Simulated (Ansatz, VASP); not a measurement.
**One calculation of TePb, two programs**

```
CELL_PARAMETERS angstrom
4.00229 0.00000 0.00000
0.00000 4.00229 0.00000
0.00000 0.00000 4.00229
ATOMIC_POSITIONS crystal
Pb 0.00000 0.00000 0.00000
Te 0.50000 0.50000 0.50000
```

Alike in both runs: functional r2SCAN; k mesh 5 × 5 × 5; occupations fermi-dirac, width 0.05 eV; non-collinear spin, spin-orbit coupling.

```csv
,VASP,Ansatz
version,VASP 6.6.1,Ansatz 0.2.0
potentials or method,"VASP PAW PBE potentials, release 64 (Pb_d, Te)",Ansatz PAW
plane-wave cutoff (eV),520,500
valence electrons in the cell,20,30
task,single point,band structure
```

```csv
,VASP,Ansatz,Ansatz less VASP
pressure (GPa),-0.2,-0.3,-0.05
net moment per atom (μB),0.00,0.00,0.000
```

VASP's potentials were made for PBE, not for r2SCAN. VASP's potentials hold 20 valence electrons a cell and Ansatz's 30, so a difference there can come from the potentials and not from the codes.
